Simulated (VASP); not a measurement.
Set up this calculation in VASP 6.6.1, as the native input.

```
Task                   : single point
Functional             : PBE
Potentials or basis    : VASP PAW PBE potentials, release 64 (Al, Sc_sv, N)
Cutoff                 : 520 eV
k mesh                 : 4 × 4 × 5
Occupations            : gaussian, width 0.01 eV
Spin                   : no spin polarisation
Dipole correction      : no
Further INCAR settings : LREAL = Auto; ALGO = Normal; EDIFF = 1e-06; NBANDS = 50
```

The structure of ScAl7N8 lies in POSCAR:

```
ScAl7N8
1.0
    6.4025380801      0.0000000000      0.0000000000
   -3.2012690400      5.5447606261      0.0000000000
    0.0000000000      0.0000000000      5.0492676790
Al Sc N
7 1 8
Direct
    0.3364992320      0.1635007680      0.5011269349
    0.1682506766      0.8341253383     -0.0015800493
    0.3364992320      0.6729984639      0.5011269349
    0.6658746617      0.3317493234     -0.0015800493
    0.8270015361      0.1635007680      0.5011269349
    0.6658746617      0.8341253383     -0.0015800493
    0.8333333333      0.6666666667      0.4976821240
    0.1666666667      0.3333333333     -0.0091730850
    0.1666666667      0.3333333333      0.4148533782
    0.3439276648      0.1560723352      0.8774682401
    0.1654044692      0.8327022346      0.3799924935
    0.3439276648      0.6878553296      0.8774682401
    0.6672977654      0.3345955308      0.3799924935
    0.8121446704      0.1560723352      0.8774682401
    0.6672977654      0.8327022346      0.3799924935
    0.8333333333      0.6666666667      0.8816147249
```

These files were run (other wordings do the same):

INCAR

```
PREC = Accurate
ENCUT = 520
EDIFF = 1E-6
ISMEAR = 0
SIGMA = 0.01
LREAL = Auto
LASPH = T
NELM = 100
ALGO = Normal
ISIF = 2
LWAVE = F
LCHARG = F
GGA = PE
NBANDS = 50
```

KPOINTS

```
regular mesh
0
Gamma
  4 4 5
```

Potentials or basis: VASP PAW PBE potentials, release 64 (Al, Sc_sv, N).

Launch:

```bash
$ cat potpaw_PBE.64/Al/POTCAR potpaw_PBE.64/Sc_sv/POTCAR potpaw_PBE.64/N/POTCAR > POTCAR
$ mpirun -np 1 vasp_std > vasp.out
```

Results of the run:

* Pressure: -1.9 GPa
* Largest force: 0.067 eV/Å
* Band gap on the k mesh: 3.78 eV

Caveat: an odd mesh through Γ misses points on the zone boundary, where band edges can lie.

It took 8.7 min on 1 thread of Intel Xeon 8259CL, with other jobs on the host, peak memory 0.33 GiB.
